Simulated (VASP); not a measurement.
# Mg2Si (kn) (Fm-3m) in VASP: single point with PBEsol

Aim: the single point of Mg2Si (kn) with PBEsol.

All numbers are computed with VASP 6.6.1; they aren't measurements. Logs are shortened: lines on timing, memory, paths and dates and some standing lists are left out, and cuts for length are marked.

### Step 1. The cell of the first run

Symmetry: Fm-3m, No. 225, cubic system. The conventional cell has a = 6.325 Å, b = 6.325 Å, c = 6.325 Å, α = 90.00°, β = 90.00°, γ = 90.00°. Mg (site symmetry -43m) has 4 Si at 2.74 Å and 6 Mg at 3.16 Å within 3.6 Å. Si (site symmetry m-3m) has 8 Mg at 2.74 Å within 3.6 Å.

### Step 2. Single point, PBEsol

INCAR reads:

```
SYSTEM = Mg2Si
PREC = Accurate ; ENCUT = 600
EDIFF = 1E-6 ; ISMEAR = 0
SIGMA = 0.01 ; LREAL = .FALSE.
LASPH = .TRUE. ; NELM = 120
ALGO = Normal ; ISIF = 2
LWAVE = .FALSE. ; LCHARG = .FALSE.
GGA = PS ; NBANDS = 11
GGA_COMPAT = .FALSE.
```

KPOINTS reads:

```
Automatic mesh
0
G
  6 6 6
  0 0 0
```

POSCAR reads:

```
Mg2Si
1.0
    0.0000000000      3.1626736455      3.1626736455
    3.1626736455      0.0000000000      3.1626736455
    3.1626736455      3.1626736455      0.0000000000
Mg Si
2 1
Direct
    0.2500000000      0.2500000000      0.2500000000
    0.7500000000      0.7500000000      0.7500000000
    0.0000000000      0.0000000000      0.0000000000
```

Potentials or basis: VASP PAW PBE potentials, release 64 (Mg, Si).

On the command line:

```bash
cat potpaw_PBE.64/Mg/POTCAR potpaw_PBE.64/Si/POTCAR > POTCAR
mpirun -np 1 vasp_std > vasp.out
```

OUTCAR:

```text
SYSTEM = Mg2Si
   PREC = Accurate
   ENCUT = 600
   EDIFF = 1E-6
   ISMEAR = 0
   LREAL = .FALSE.
   LASPH = .TRUE.
   NELM = 120
   ISIF = 2
   GGA = PS

 ion  position               nearest neighbor table
   1  0.250  0.250  0.250-   3 2.74   3 2.74   3 2.74   3 2.74   2 3.16   2 3.16   2 3.16   2 3.16
                             2 3.16   2 3.16
   2  0.750  0.750  0.750-   3 2.74   3 2.74   3 2.74   3 2.74   1 3.16   1 3.16   1 3.16   1 3.16
                             1 3.16   1 3.16
   3  0.000  0.000  0.000-   2 2.74   2 2.74   2 2.74   1 2.74   2 2.74   1 2.74   1 2.74   1 2.74

  LATTYP: Found a face centered cubic cell.
 ALAT       =     6.3253472910

  Lattice vectors:

 A1 = (   0.0000000000,   3.1626736455,   3.1626736455)
 A2 = (   3.1626736455,   0.0000000000,   3.1626736455)
 A3 = (   3.1626736455,   3.1626736455,   0.0000000000)

Analysis of symmetry for initial positions (statically):
=====================================================================
 Subroutine PRICEL returns:
 Original cell was already a primitive cell.

 Routine SETGRP: Setting up the symmetry group for a
 face centered cubic supercell.

 Subroutine GETGRP returns: Found 48 space group operations
 (whereof 48 operations were pure point group operations)
 out of a pool of 48 trial point group operations.

The static configuration has the point symmetry O_h .

Analysis of symmetry for dynamics (positions and initial velocities):
=====================================================================
 Subroutine PRICEL returns:
 Original cell was already a primitive cell.

 Routine SETGRP: Setting up the symmetry group for a
 face centered cubic supercell.

 Subroutine GETGRP returns: Found 48 space group operations
 (whereof 48 operations were pure point group operations)
 out of a pool of 48 trial point group operations.

The dynamic configuration has the point symmetry O_h .

 Subroutine INISYM returns: Found 48 space group operations
 (whereof 48 operations are pure point group operations),
 and found     1 'primitive' translations

----------------------------------------------------------------------------------------

                                     Primitive cell

  volume of cell :      63.2693

  direct lattice vectors                    reciprocal lattice vectors
     0.000000000  3.162673645  3.162673645    -0.158094086  0.158094086  0.158094086
     3.162673645  0.000000000  3.162673645     0.158094086 -0.158094086  0.158094086
     3.162673645  3.162673645  0.000000000     0.158094086  0.158094086 -0.158094086

  length of vectors
     4.472695963  4.472695963  4.472695963     0.273826990  0.273826990  0.273826990

  position of ions in fractional coordinates (direct lattice)
     0.250000000  0.250000000  0.250000000
     0.750000000  0.750000000  0.750000000
     0.000000000  0.000000000  0.000000000

  ion indices of the primitive-cell ions
   primitive index   ion index
                 1           1
                 2           2
                 3           3

----------------------------------------------------------------------------------------

 KPOINTS: Automatic mesh

Automatic generation of k-mesh.
 Grid dimensions read from file:
 generate k-points for:    6    6    6

 Generating k-lattice:

  Cartesian coordinates                     Fractional coordinates (reciprocal lattice)
    -0.026349014  0.026349014  0.026349014     0.166666667  0.000000000  0.000000000
     0.026349014 -0.026349014  0.026349014     0.000000000  0.166666667  0.000000000
     0.026349014  0.026349014 -0.026349014     0.000000000  0.000000000  0.166666667

  Length of vectors
     0.045637832  0.045637832  0.045637832

  Shift w.r.t. Gamma in fractional coordinates (k-lattice)
     0.000000000  0.000000000  0.000000000

 Subroutine IBZKPT returns following result:
 ===========================================

 Found     16 irreducible k-points:

 Following reciprocal coordinates:
            Coordinates               Weight
  0.000000  0.000000  0.000000      1.000000
  0.166667  0.000000  0.000000      8.000000
  0.333333  0.000000  0.000000      8.000000
  0.500000  0.000000  0.000000      4.000000
  0.166667  0.166667  0.000000      6.000000
  0.333333  0.166667  0.000000     24.000000
[... 8 lines left out ...]
 -0.333333  0.333333  0.166667     24.000000
 -0.333333  0.500000  0.166667     12.000000
   k-points           NKPTS =     16   k-points in BZ     NKDIM =     16   number of bands    NBANDS=     11
   number of dos      NEDOS =    301   number of ions     NIONS =      3
   total plane-waves  NPLWV =  46656
   dimension x,y,z NGX =    36 NGY =   36 NGZ =   36
   dimension x,y,z NGXF=    72 NGYF=   72 NGZF=   72
   ions per type =               2   1
   NGX,Y,Z   is equivalent  to a cutoff of  13.38, 13.38, 13.38 a.u.
   NGXF,Y,Z  is equivalent  to a cutoff of  26.76, 26.76, 26.76 a.u.
 SYSTEM =  Mg2Si
   PREC   = accura    normal or accurate (medium, high low for compatibility)
   ISTART =      0    job   : 0-new  1-cont  2-samecut
   ICHARG =      2    charge: 1-file 2-atom 10-const
   ISPIN  =      1    spin polarized calculation?
   LNONCOLLINEAR =      F non collinear calculations
   LSORBIT =      F    spin-orbit coupling
   LASPH  =      T    aspherical Exc in radial PAW
   ENCUT  =  600.0 eV  44.10 Ry    6.64 a.u.   8.93  8.93  8.93*2*pi/ulx,y,z
   NELM   =    120;   NELMIN=  2; NELMDL= -5     # of ELM steps
   EDIFF  = 0.1E-05   stopping-criterion for ELM
   LREAL  =      F    real-space projection
   EDIFFG = 0.1E-04   stopping-criterion for IOM
   NSW    =      0    number of steps for IOM
   IBRION =     -1    ionic relax: 0-MD 1-quasi-New 2-CG
   NFREE  =      0    steps in history (QN), initial steepest desc. (CG)
   ISIF   =      2    stress and relaxation
   ISYM   =      2    0-nonsym 1-usesym 2-fastsym
   POTIM  = 0.5000    time-step for ionic-motion
   TEBEG  =    0.0;   TEEND  =   0.0 temperature during run
   PSTRESS=    0.0 pullay stress
   NELECT =       8.0000    total number of electrons
   NUPDOWN=      -1.0000    fix difference up-down
   EMIN   =  10.00;   EMAX   =-10.00  energy-range for DOS
   EFERMI =   0.00;   METHOD = LEGACY
   ISMEAR =     0;   SIGMA  =   0.01  broadening in eV -4-tet -1-fermi 0-gaus
   EFERMI_NEDOS =   21; number of points for ismear=-14 and -15
   IALGO  =     38    algorithm
   IMIX   =      4    mixing-type and parameters
     AMIX     =   0.40;   BMIX     =  1.00
     AMIX_MAG =   1.60;   BMIX_MAG =  1.00
  volume/ion in A,a.u.               =      21.09       142.32
  Fermi-wavevector in a.u.,A,eV,Ry     =   0.821688  1.552766  9.186269  0.675172
  Thomas-Fermi vector in A             =   1.932891
   LORBIT       =      0    0 simple, 1 ext, 2 COOP (PROOUT), +10 PAW based schemes
   GGA     = PS    functional components
   LHFCALC =     F    Hartree Fock is set to
   AEXX    =    0.0000 exact exchange contribution
   IVDW    =     0    specifies the selected vdW correction
   LEPSILON=     F    determine dielectric tensor
   LRPA    =     F    only Hartree local field effects (RPA)
 non-spin polarized calculation
 Gauss-broadening in eV      SIGMA  =   0.01
  energy-cutoff  :      600.00
  volume of cell :       63.27
 maximum number of plane-waves:      2126
   NGX = 17   NGY = 17   NGZ = 17

 number of electron       8.0000000 magnetization

 Free energy of the ion-electron system (eV)
  ---------------------------------------------------
  ext. energy  EPLUGINS =         0.00000000
  ---------------------------------------------------
  free energy    TOTEN  =        -9.65024164 eV

  energy without entropy =       -9.65024164  energy(sigma->0) =       -9.65024164

 E-fermi :   3.6927     XC(G=0):  -8.9130

 val. band max:        3.6353498677   @ k =   0.0000   0.0000   0.0000
 cond. band min:       3.7373927352   @ k =   0.5000   0.5000   0.0000
 fundamental gap:      0.1020428676
 Fermi energy:         3.6926571740

 k-point     1 :       0.0000    0.0000    0.0000
  band No.  band energies     occupation
      1      -5.5389      2.00000
      2       3.6353      2.00000
      3       3.6353      2.00000
      4       3.6353      2.00000
      5       5.5186      0.00000
      6       6.1871      0.00000
      7       6.1871      0.00000
      8       6.1871      0.00000
      9       9.2632      0.00000
     10       9.2632      0.00000
     11      10.2234      0.00000

 k-point     2 :       0.1667    0.0000    0.0000
  band No.  band energies     occupation
      1      -5.2878      2.00000
      2       1.9095      2.00000
      3       3.3847      2.00000
      4       3.3847      2.00000
      5       5.5648      0.00000
      6       6.5948      0.00000
      7       6.5948      0.00000
      8       7.4703      0.00000
      9       8.4961      0.00000
     10       8.4961      0.00000
     11      10.1684      0.00000

 k-point     3 :       0.3333    0.0000    0.0000
  band No.  band energies     occupation
      1      -4.6160      2.00000
      2      -0.1629      2.00000
      3       3.0506      2.00000
      4       3.0506      2.00000
      5       5.0931      0.00000
      6       6.4207      0.00000
      7       6.4207      0.00000
      8       8.7799      0.00000
      9       9.4006      0.00000
     10       9.4006      0.00000
     11      10.2986      0.00000
[... 155 lines left out ...]
 k-point    15 :      -0.3333    0.3333    0.1667
  band No.  band energies     occupation
      1      -3.6518      2.00000
      2      -0.5143      2.00000
      3       0.5367      2.00000
      4       1.6347      2.00000
      5       5.8625      0.00000
      6       6.3997      0.00000
      7       8.0362      0.00000
      8       8.5947      0.00000
      9       9.5869      0.00000
     10      11.7340      0.00000
     11      12.7149      0.00000

 k-point    16 :      -0.3333    0.5000    0.1667
  band No.  band energies     occupation
      1      -3.4728      2.00000
      2      -0.4651      2.00000
      3       0.6072      2.00000
      4       1.0557      2.00000
      5       5.3107      0.00000
      6       5.7688      0.00000
      7       8.6595      0.00000
      8       8.8247      0.00000
      9      11.8381      0.00000
     10      12.1221      0.00000
     11      12.3936      0.00000

------------------------ aborting loop because EDIFF is reached ----------------------------------------

  FORCE on cell =-STRESS in cart. coord.  units (eV):
  Direction    XX          YY          ZZ          XY          YZ          ZX
  --------------------------------------------------------------------------------------
  -------------------------------------------------------------------------------------
  Total       -0.0123189     -0.0123189     -0.0123189     -0.0000000      0.0000000     -0.0000000
  in kB       -0.3119529     -0.3119529     -0.3119529     -0.0000000      0.0000000     -0.0000000
  external PRESSURE =      -0.3119529 kB  Pullay stress =       0.0000000 kB

 VOLUME and BASIS-vectors are now :
 -----------------------------------------------------------------------------
  energy-cutoff  :      600.00
  volume of cell :       63.27
      direct lattice vectors                 reciprocal lattice vectors
     0.000000000  3.162673645  3.162673645    -0.158094086  0.158094086  0.158094086
     3.162673645  0.000000000  3.162673645     0.158094086 -0.158094086  0.158094086
     3.162673645  3.162673645  0.000000000     0.158094086  0.158094086 -0.158094086

 POSITION                                       TOTAL-FORCE (eV/Angst)
 -----------------------------------------------------------------------------------
      1.58134      1.58134      1.58134         0.000000      0.000000      0.000000
      4.74401      4.74401      4.74401        -0.000000     -0.000000     -0.000000
      0.00000      0.00000      0.00000         0.000000     -0.000000     -0.000000
 -----------------------------------------------------------------------------------
    total drift:                               -0.000000     -0.000000     -0.000000

  FREE ENERGIE OF THE ION-ELECTRON SYSTEM (eV)
  ---------------------------------------------------
  free  energy   TOTEN  =        -9.6502416373 eV

  energy  without entropy=       -9.6502416373  energy(sigma->0) =       -9.65024164
```

Wall time 15 s (1 thread of Intel Xeon 6975P-C, shared host); peak memory 0.2 GiB.

Results:

- Free energy: -9.6502 eV
- Pressure: 0.0 GPa
- Band gap on the k mesh: 0.10 eV, indirect (least direct gap 1.88 eV)

Caveat: the PAW data sets were made with another functional, which shifts forces and pressure a little. A k mesh can miss the band edges.
